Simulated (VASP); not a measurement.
# Re (Fm-3m) in VASP: further runs

Runs on Re. Level: r2SCAN. Tasks: relaxation of cell and atoms.

Program: VASP 6.6.1. These are calculated values, not measurements. Logs are shortened: lines on timing, memory, paths and dates and some standing lists are left out, and cuts for length are marked.

## 1. The cell of the first run

Symmetry: Fm-3m, No. 225, cubic system. The conventional cell has a = 3.950 Å, b = 3.950 Å, c = 3.950 Å, α = 90.00°, β = 90.00°, γ = 90.00°. Within 3.7 Å of Re (site symmetry m-3m) lie 12 Re at 2.79 Å.

## 2. Relaxation of cell and atoms, r2SCAN

Contents of POSCAR:

```
Re
1.0
    0.0000000000      1.9750000000      1.9750000000
    1.9750000000      0.0000000000      1.9750000000
    1.9750000000      1.9750000000      0.0000000000
Re
1
Direct
    0.0000000000      0.0000000000      0.0000000000
```

Contents of INCAR.step1:

```
SYSTEM = Re
PREC = Accurate
ENCUT = 600
ISMEAR = -1
SIGMA = 0.08
LREAL = .FALSE.
LASPH = .TRUE.
NELM = 60
GGA = PE
ALGO = Normal
EDIFF = 1E-4
LWAVE = .TRUE.
LCHARG = .FALSE.
```

Contents of INCAR.step2:

```
SYSTEM = Re
PREC = Accurate
ENCUT = 600
EDIFF = 1E-6
ISMEAR = -1
SIGMA = 0.08
LREAL = .FALSE.
LASPH = .TRUE.
NELM = 60
ALGO = Normal
ISIF = 3
LWAVE = .FALSE.
LCHARG = .FALSE.
METAGGA = R2SCAN
LMIXTAU = .TRUE.
IBRION = 2
NSW = 100
EDIFFG = -0.002
ISTART = 1
```

Contents of KPOINTS:

```
regular mesh
0
G
  14 14 14
  0 0 0
```

Potentials or basis: VASP PAW PBE potentials, release 64 (Re).

Command:

```sh
$ cat potpaw_PBE.64/Re/POTCAR > POTCAR
$ cp INCAR.step1 INCAR
$ mpirun -np 1 vasp_std > vasp.out
$ cp INCAR.step2 INCAR
$ mpirun -np 1 vasp_std > vasp.out
```

OUTCAR:

```text
SYSTEM = Re
   PREC = Accurate
   ENCUT = 600
   EDIFF = 1E-6
   ISMEAR = -1
   LREAL = .FALSE.
   LASPH = .TRUE.
   NELM = 60
   ISIF = 3
   METAGGA = R2SCAN
   IBRION = 2
   NSW = 100
   EDIFFG = -0.002
   ISTART = 1

 ion  position               nearest neighbor table
   1  0.000  0.000  0.000-

  LATTYP: Found a face centered cubic cell.
 ALAT       =     3.9500000000

  Lattice vectors:

 A1 = (   0.0000000000,   1.9750000000,   1.9750000000)
 A2 = (   1.9750000000,   0.0000000000,   1.9750000000)
 A3 = (   1.9750000000,   1.9750000000,   0.0000000000)

Analysis of symmetry for initial positions (statically):
=====================================================================
 Subroutine PRICEL returns:
 Original cell was already a primitive cell.

 Routine SETGRP: Setting up the symmetry group for a
 face centered cubic supercell.

 Subroutine GETGRP returns: Found 48 space group operations
 (whereof 48 operations were pure point group operations)
 out of a pool of 48 trial point group operations.

The static configuration has the point symmetry O_h .

Analysis of symmetry for dynamics (positions and initial velocities):
=====================================================================
 Subroutine PRICEL returns:
 Original cell was already a primitive cell.

 Routine SETGRP: Setting up the symmetry group for a
 face centered cubic supercell.

 Subroutine GETGRP returns: Found 48 space group operations
 (whereof 48 operations were pure point group operations)
 out of a pool of 48 trial point group operations.

The dynamic configuration has the point symmetry O_h .

 Subroutine INISYM returns: Found 48 space group operations
 (whereof 48 operations are pure point group operations),
 and found     1 'primitive' translations

----------------------------------------------------------------------------------------

                                     Primitive cell

  volume of cell :      15.4075

  direct lattice vectors                    reciprocal lattice vectors
     0.000000000  1.975000000  1.975000000    -0.253164557  0.253164557  0.253164557
     1.975000000  0.000000000  1.975000000     0.253164557 -0.253164557  0.253164557
     1.975000000  1.975000000  0.000000000     0.253164557  0.253164557 -0.253164557

  length of vectors
[... 82 lines left out ...]
   EDIFFG = -.2E-02   stopping-criterion for IOM
   NSW    =    100    number of steps for IOM
   IBRION =      2    ionic relax: 0-MD 1-quasi-New 2-CG
   NFREE  =      1    steps in history (QN), initial steepest desc. (CG)
   ISIF   =      3    stress and relaxation
   ISYM   =      2    0-nonsym 1-usesym 2-fastsym
   POTIM  = 0.5000    time-step for ionic-motion
   TEBEG  =    0.0;   TEEND  =   0.0 temperature during run
   PSTRESS=    0.0 pullay stress
   NELECT =       7.0000    total number of electrons
   NUPDOWN=      -1.0000    fix difference up-down
   EMIN   =  10.00;   EMAX   =-10.00  energy-range for DOS
   EFERMI =   0.00;   METHOD = LEGACY
   ISMEAR =    -1;   SIGMA  =   0.08  broadening in eV -4-tet -1-fermi 0-gaus
   EFERMI_NEDOS =   21; number of points for ismear=-14 and -15
   IALGO  =     38    algorithm
   IMIX   =      4    mixing-type and parameters
     AMIX     =   0.40;   BMIX     =  1.00
     AMIX_MAG =   1.60;   BMIX_MAG =  1.00
  volume/ion in A,a.u.               =      15.41       103.97
  Fermi-wavevector in a.u.,A,eV,Ry     =   1.258531  2.378278 21.550255  1.583899
  Thomas-Fermi vector in A             =   2.392135
   LORBIT       =      0    0 simple, 1 ext, 2 COOP (PROOUT), +10 PAW based schemes
   METAGGA = R2SCAN    functional components
   LHFCALC =     F    Hartree Fock is set to
   AEXX    =    0.0000 exact exchange contribution
   IVDW    =     0    specifies the selected vdW correction
   LEPSILON=     F    determine dielectric tensor
   LRPA    =     F    only Hartree local field effects (RPA)
 conjugate gradient relaxation of ions
 non-spin polarized calculation
  energy-cutoff  :      600.00
  volume of cell :       15.41
 maximum number of plane-waves:       533
 NGX is ok and might be reduce to    24
   NGX = 11   NGY = 11   NGZ = 11

--------------------------------------- Ionic step        1  -------------------------------------------

 number of electron       7.0000000 magnetization

 Free energy of the ion-electron system (eV)
  ---------------------------------------------------
  ext. energy  EPLUGINS =         0.00000000
  ---------------------------------------------------
  free energy    TOTEN  =       -52.36416596 eV

  energy without entropy =      -52.34341985  energy(sigma->0) =      -52.35379290

------------------------ aborting loop because EDIFF is reached ----------------------------------------

  FORCE on cell =-STRESS in cart. coord.  units (eV):
  Direction    XX          YY          ZZ          XY          YZ          ZX
  --------------------------------------------------------------------------------------
  -------------------------------------------------------------------------------------
  Total       -1.4824295     -1.4824295     -1.4824295      0.0000000     -0.0000000      0.0000000
  in kB     -154.1534784   -154.1534784   -154.1534784      0.0000000     -0.0000000      0.0000000
  external PRESSURE =    -154.1534784 kB  Pullay stress =       0.0000000 kB
[... 22 lines left out ...]
--------------------------------------- Ionic step        2  -------------------------------------------

 number of electron       7.0000000 magnetization

 E-fermi :  10.3896     XC(G=0): -16.1103

 val. band max:       10.3861264126   @ k =  -0.4286   0.2857   0.1429
 cond. band min:      10.5334744752   @ k =   0.3571   0.2143   0.0000
 fundamental gap:      0.1473480625
 Fermi energy:        10.3896102756

 k-point     1 :       0.0000    0.0000    0.0000
  band No.  band energies     occupation
      1      -1.5320      2.00000
      2       7.7444      2.00000
      3       7.7444      2.00000
      4       7.7444      2.00000
      5      12.1377      0.00000
      6      12.1377      0.00000
      7      24.9537      0.00000
[... 404 lines left out ...]
--------------------------------------- Ionic step        7  -------------------------------------------

 number of electron       7.0000000 magnetization

 Free energy of the ion-electron system (eV)
  ---------------------------------------------------
  ext. energy  EPLUGINS =         0.00000000
  ---------------------------------------------------
  free energy    TOTEN  =       -52.39681449 eV

  energy without entropy =      -52.37666989  energy(sigma->0) =      -52.38674219

 E-fermi :   7.9606     XC(G=0): -14.9757

 val. band max:        7.9445581237   @ k =  -0.2143   0.2857   0.0714
 cond. band min:       8.0054607124   @ k =  -0.4286   0.2857   0.1429
 fundamental gap:      0.0609025886
 Fermi energy:         7.9606215220

 k-point     1 :       0.0000    0.0000    0.0000
  band No.  band energies     occupation
      1      -2.6804      2.00000
      2       5.9311      2.00000
      3       5.9311      2.00000
      4       5.9311      2.00000
      5       9.3262      0.00000
      6       9.3262      0.00000
      7      22.4516      0.00000
[... 258 lines left out ...]
  FREE ENERGIE OF THE ION-ELECTRON SYSTEM (eV)
  ---------------------------------------------------
  free  energy   TOTEN  =       -52.3968144872 eV

  energy  without entropy=      -52.3766698887  energy(sigma->0) =      -52.38674219

 reached required accuracy - stopping structural energy minimisation
```

OSZICAR.step1:

```text
N       E                     dE             d eps       ncg     rms          rms(c)
DAV:   1     0.560882194003E+01    0.56088E+01   -0.37537E+03  2282   0.122E+03
DAV:   2    -0.123318106020E+02   -0.17941E+02   -0.16818E+02  1645   0.115E+02
DAV:   3    -0.130901780469E+02   -0.75837E+00   -0.70899E+00  2506   0.264E+01
DAV:   4    -0.130933900216E+02   -0.32120E-02   -0.32116E-02  1736   0.165E+00
DAV:   5    -0.130934132177E+02   -0.23196E-04   -0.23197E-04  2597   0.246E-01    0.275E+01
DAV:   6    -0.125424409893E+02    0.55097E+00   -0.60893E-01  2527   0.272E+01    0.106E+01
DAV:   7    -0.127628828210E+02   -0.22044E+00   -0.41853E+00  2548   0.218E+01    0.927E-01
DAV:   8    -0.123564893953E+02    0.40639E+00   -0.22639E+00  2093   0.989E-01    0.191E-01
DAV:   9    -0.123560890362E+02    0.40036E-03   -0.33788E-04  1925   0.256E-01    0.200E-02
DAV:  10    -0.123560976782E+02   -0.86420E-05   -0.14188E-05   805   0.558E-02
   1 F= -.12356098E+02 E0= -.12344834E+02  d E =-.225270E-01
```

Wall time 3.6 min (1 thread of Intel Xeon Platinum 8259CL at 2.50GHz (Skylake/Cascade Lake), shared host); peak memory 0.17 GiB.

Results:

```
Free energy                            : -52.3968 eV
Relaxed volume                         : 14.76 Å³/atom
Relaxed cell                           : a = 2.753 Å, b = 2.753 Å, c = 2.753 Å, α = 60.00°, β = 60.00°, γ = 60.00°
Space group after relaxing (to 0.05 Å) : Fm-3m (No. 225)
Energy gained by relaxing              : 32.6 meV/atom
Ionic steps                            : 7
Pressure after relaxing                : 0.0 GPa
```

The path:
```csv
step,energy change (eV),largest force (eV/Å),pressure (GPa),volume (Å³)
1,0.0000,0.0000,-15.42,15.41
2,0.6357,0.0000,103.50,12.33
3,-0.0324,0.0000,-1.40,14.81
4,-0.0326,0.0000,-0.26,14.77
5,-0.0326,0.0000,0.06,14.75
6,-0.0326,0.0000,-0.24,14.76
7,-0.0326,0.0000,0.01,14.76
```

Final structure:
```
CELL_PARAMETERS angstrom
0.00000 1.94678 1.94678
1.94678 0.00000 1.94678
1.94678 1.94678 0.00000
ATOMIC_POSITIONS crystal
Re 0.00000 0.00000 0.00000
```

Caveat: the PAW data sets were made with another functional, which shifts forces and pressure a little; spin-orbit coupling is left out, which moves the levels of the heavy elements.

## 3. Relaxation of cell and atoms, r2SCAN

POSCAR is that of step 2.

Contents of INCAR.step1:

```
SYSTEM = Re
ALGO = Normal
EDIFF = 1E-4
ENCUT = 600
GGA = PE
ISMEAR = 0
LASPH = .True.
LCHARG = .False.
LREAL = .False.
LWAVE = .True.
NELM = 100
PREC = Accurate
SIGMA = 0.005
```

Contents of INCAR.step2:

```
SYSTEM = Re
ALGO = Normal
EDIFF = 1E-6
EDIFFG = -0.002
ENCUT = 600
IBRION = 2
ISIF = 3
ISMEAR = 0
ISTART = 1
LASPH = .True.
LCHARG = .False.
LMIXTAU = .True.
LREAL = .False.
LWAVE = .False.
METAGGA = R2SCAN
NELM = 100
NSW = 100
PREC = Accurate
SIGMA = 0.005
```

Contents of KPOINTS:

```
k-points
0
Gamma
  14 14 14
  0 0 0
```

Potentials or basis: VASP PAW PBE potentials, release 64 (Re).

Command:

```sh
$ cat potpaw_PBE.64/Re/POTCAR > POTCAR
$ cp INCAR.step1 INCAR
$ mpirun -np 1 vasp_std > vasp.out
$ cp INCAR.step2 INCAR
$ mpirun -np 1 vasp_std > vasp.out
```

Wall time 4.2 min (1 thread of Intel Xeon Platinum 8259CL at 2.50GHz (Skylake/Cascade Lake), shared host); peak memory 0.16 GiB.

The run converged. Its results:

| Item | Value |
| --- | --- |
| Free energy | -52.3852 eV |
| Relaxed volume | 14.76 Å³/atom |
| Relaxed cell | a = 2.753 Å, b = 2.753 Å, c = 2.753 Å, α = 60.00°, β = 60.00°, γ = 60.00° |
| Space group after relaxing (to 0.05 Å) | Fm-3m (No. 225) |
| Energy gained by relaxing | 32.8 meV/atom |
| Ionic steps | 8 |
| Pressure after relaxing | 0.0 GPa |

The path:
```csv
step,energy change (eV),largest force (eV/Å),pressure (GPa),volume (Å³)
1,0.0000,0.0000,-15.52,15.41
2,0.6433,0.0000,104.75,12.31
3,-0.0327,0.0000,-1.05,14.80
4,-0.0328,0.0000,-0.28,14.77
5,-0.0328,0.0000,0.07,14.76
6,-0.0328,0.0000,-0.21,14.77
7,-0.0328,0.0000,-0.03,14.76
8,-0.0328,0.0000,-0.01,14.76
```

Final structure:
```
Re
1.0
     0.00000    1.94685    1.94685
     1.94685    0.00000    1.94685
     1.94685    1.94685    0.00000
Re
1
Direct
  0.00000 0.00000 0.00000
```

Levels at points of the mesh, in eV from the Fermi level:
```csv
k point,band 1,band 2,band 3,band 4,band 5,band 6,band 7
"(0.00, 0.00, 0.00)",-10.60,-1.99,-1.99,-1.99,1.40,1.40,14.53
"(0.50, 0.00, 0.00)",-7.18,-2.15,-2.15,0.12,3.96,3.96,10.46
"(0.50, 0.50, 0.00)",-7.08,-6.24,2.84,3.97,4.68,4.68,12.90
```

Caveat: the PAW data sets were made with another functional, which shifts forces and pressure a little; spin-orbit coupling is left out, which moves the levels of the heavy elements.
